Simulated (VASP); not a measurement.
Input of a VASP 6.6.1 run:

The input INCAR:

```
PREC     = Accurate       # precision mode
ENCUT    = 520            # plane-wave cutoff, eV
EDIFF    = 1E-8           # SCF threshold, eV
ISMEAR   = -1             # smearing method
SIGMA    = 0.08           # smearing width, eV
LREAL    = F              # projectors in reciprocal space
LASPH    = T              # aspherical terms in the spheres
NELM     = 100            # most SCF steps
ALGO     = Normal         # electronic algorithm
ISIF     = 2              # what is computed and relaxed
LWAVE    = F              # write WAVECAR
LCHARG   = F              # write CHGCAR
GGA      = PE             # functional
LEFG     = T            
NBANDS   = 8              # bands
```

KPOINTS

```
regular mesh
0
Gamma
  13 13 13
```

File POSCAR:

```
Li
1.0
    0.0000000000      2.2381047777      2.2381047777
    2.2381047777      0.0000000000      2.2381047777
    2.2381047777      2.2381047777      0.0000000000
Li
1
Direct
    0.0000000000      0.0000000000      0.0000000000
```

Potentials or basis: VASP PAW PBE potentials, release 64 (Li_sv).

Command:

```console
$ cat potpaw_PBE.64/Li_sv/POTCAR > POTCAR
$ mpirun -np 1 vasp_std > vasp.out
```

(1) Predict the band gap on the k mesh.

Answers

(1) zero (an odd number of electrons rules out a gap without spin polarisation).
